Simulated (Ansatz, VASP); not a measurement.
## Two plane-wave programs on Bi

INCAR

```
PREC = Accurate
ENCUT = 520
EDIFF = 1E-7
ISMEAR = -1
SIGMA = 0.05
LREAL = False
LASPH = True
NELM = 100
ALGO = Normal
ISIF = 2
LWAVE = False
LCHARG = False
GGA = CA
NBANDS = 22
```

The input KPOINTS:

```
Automatic mesh
0
Gamma
  7 7 7
```

File POSCAR:

```
Bi
1.0
    2.2368543514      1.2914484619      3.8847772595
   -2.2368543514      1.2914484619      3.8847772595
    0.0000000000     -2.5828969239      3.8847772595
Bi
2
Direct
    0.7660000000      0.7660000000      0.7660000000
    0.2340000000      0.2340000000      0.2340000000
```

input.yaml

```yaml
crystal:
  lattice:
    - [2.2368543514, 1.2914484619, 3.8847772595]
    - [-2.2368543514, 1.2914484619, 3.8847772595]
    - [0.0, -2.5828969239, 3.8847772595]
  atoms:
    - { symbol: Bi, position: [0.766, 0.766, 0.766] }
    - { symbol: Bi, position: [0.234, 0.234, 0.234] }
hamiltonian:
  xc: lda
  pseudopotentials: { kind: paw }
kpoints:
  mp_grid: { grid: [7, 7, 7] }
scf:
  occupations: { method: fermi_dirac, width: 0.05 }
output:
  forces: true
  stress: true
  eigenvalues: true
  write_density: true
  write_potential: true
  elf: true
  volumetric_format: npy
```

Alike in both runs: task single point; functional LDA; k mesh 7 × 7 × 7; occupations fermi-dirac, width 0.05 eV; no spin polarisation.

|  | VASP | Ansatz |
| --- | --- | --- |
| version | VASP 6.6.1 | Ansatz 0.2.0 |
| potentials or method | VASP PAW LDA potentials, release 64 (Bi_d) | Ansatz PAW |
| plane-wave cutoff (eV) | 520 | 420 |
| valence electrons in the cell | 30 | 30 |

```tsv
	VASP	Ansatz	Ansatz less VASP
gap on the k mesh at the Fermi level (eV)	0.29	0.29	-0.005
least direct gap on the mesh (eV)	0.55	0.55	-0.004
pressure (GPa)	0.6	0.5	-0.10
traceless stress, the component that is largest in VASP (GPa)	-0.36	-0.34	+0.025
rms of the force components (eV/Å)	0.151	0.137	-0.0145
```

LDA's correlation is that of Perdew and Zunger in VASP and of Perdew and Wang (1992) in Ansatz. Atom by atom the forces differ by 0.014 eV/Å (rms over components).

Neither program's run includes spin-orbit coupling. Noted on Ansatz's run: odd divisions of the mesh miss points on the zone boundary, where band edges often lie, so the gap on the mesh can be too wide.
